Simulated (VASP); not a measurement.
Wanted: the native input for a VASP 6.6.1 run.

| Quantity | Value |
| --- | --- |
| Task | single point |
| Functional | PBEsol |
| Potentials or basis | VASP PAW PBE potentials, release 64 (Hf_pv, N) |
| Cutoff | 600 eV |
| k mesh | 7 × 7 × 7 |
| Occupations | fermi-dirac, width 0.1 eV |
| Spin | no spin polarisation |
| Dipole correction | no |
| Further INCAR settings | ALGO = Normal; EDIFF = 1e-06; NBANDS = 14 |

The structure of HfN lies in POSCAR:

```
HfN
1.0
    0.0000000000      2.2250562418      2.2250562418
    2.2250562418      0.0000000000      2.2250562418
    2.2250562418      2.2250562418      0.0000000000
Hf N
1 1
Direct
    0.0000000000      0.0000000000      0.0000000000
    0.5000000000      0.5000000000      0.5000000000
```

These files were run (other wordings do the same):

INCAR

```
SYSTEM = HfN
PREC = Accurate ; ENCUT = 600
EDIFF = 1E-6 ; ISMEAR = -1
SIGMA = 0.1 ; LREAL = .FALSE.
LASPH = .TRUE. ; NELM = 120
ALGO = Normal ; ISIF = 2
LWAVE = .FALSE. ; LCHARG = .TRUE.
GGA = PS ; LELF = .TRUE.
LVHAR = .TRUE. ; NBANDS = 14
GGA_COMPAT = .FALSE.
```

KPOINTS

```
Automatic mesh
0
G
  7 7 7
  0 0 0
```

Potentials or basis: VASP PAW PBE potentials, release 64 (Hf_pv, N).

Command:

```bash
$ cat potpaw_PBE.64/Hf_pv/POTCAR potpaw_PBE.64/N/POTCAR > POTCAR
$ mpirun -np 1 vasp_std > vasp.out
```

It gave:

```
Pressure               : 8.5 GPa
Band gap on the k mesh : zero (an odd number of electrons rules out a gap without spin polarisation)
```

Caveat: the cell stands under pressure; the PAW data sets were made with another functional, which shifts forces and pressure a little; spin-orbit coupling is left out, which moves the levels of the heavy elements.

It took 8.4 s on 1 thread of AMD EPYC 7R13 Processor (Zen 3), on a shared host, peak memory 0.13 GiB.
